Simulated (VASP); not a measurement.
# V: single point with LDA

Crystal: V.

```xyz
1
Lattice="-1.5144 1.5144 1.5144 1.5144 -1.5144 1.5144 1.5144 1.5144 -1.5144" Properties=species:S:1:pos:R:3 pbc="T T T"
V     0.0000    0.0000    0.0000
```

| Item | Value |
| --- | --- |
| Program | VASP 6.6.1 |
| Task | single point |
| Functional | LDA |
| Potentials or basis | VASP PAW LDA potentials, release 64 (V_sv) |
| Cutoff | 520 eV |
| k mesh | 12 × 12 × 12 |
| Occupations | fermi-dirac, width 0.05 eV |
| Spin | collinear spin, ferromagnetic start |
| Starting moments | [2.0] μB |
| Dipole correction | no |
| Further INCAR settings | ALGO = Normal; EDIFF = 1e-06; NBANDS = 16 |

The pressure is -17.4 GPa, the net moment is 0.00 μB per cell and the valence electrons inside the program's atomic spheres are V 11.63.

Levels at points of the mesh, in eV from the Fermi level:
Spin up:
```tsv
k point	band 4	band 5	band 6	band 7	band 8	band 9
(0.00, 0.00, 0.00)	-36.74	-6.44	0.39	0.39	0.39	2.31
(0.50, 0.00, 0.00)	-36.74	-3.06	-1.08	1.64	2.31	2.64
(0.50, 0.50, 0.50)	-37.31	-2.87	-2.87	3.59	3.59	3.59
```
Spin down:
| k point | band 3 | band 4 | band 5 | band 6 | band 7 | band 8 | band 9 | band 10 |
| --- | --- | --- | --- | --- | --- | --- | --- | --- |
| (0.00, 0.00, 0.00) | -36.73 | -36.73 | -6.44 | 0.39 | 0.39 | 0.39 | 2.31 | 2.31 |
| (0.50, 0.00, 0.00) | -37.00 | -36.74 | -3.06 | -1.08 | 1.64 | 2.31 | 2.64 | 3.97 |
| (0.50, 0.50, 0.50) | -37.31 | -37.31 | -2.86 | -2.86 | 3.60 | 3.60 | 3.60 | 9.94 |

Wall time 18 s on 1 thread of Intel(R) Xeon(R) Platinum 8488C (Sapphire Rapids), with other jobs on the host, peak memory 0.14 GiB.
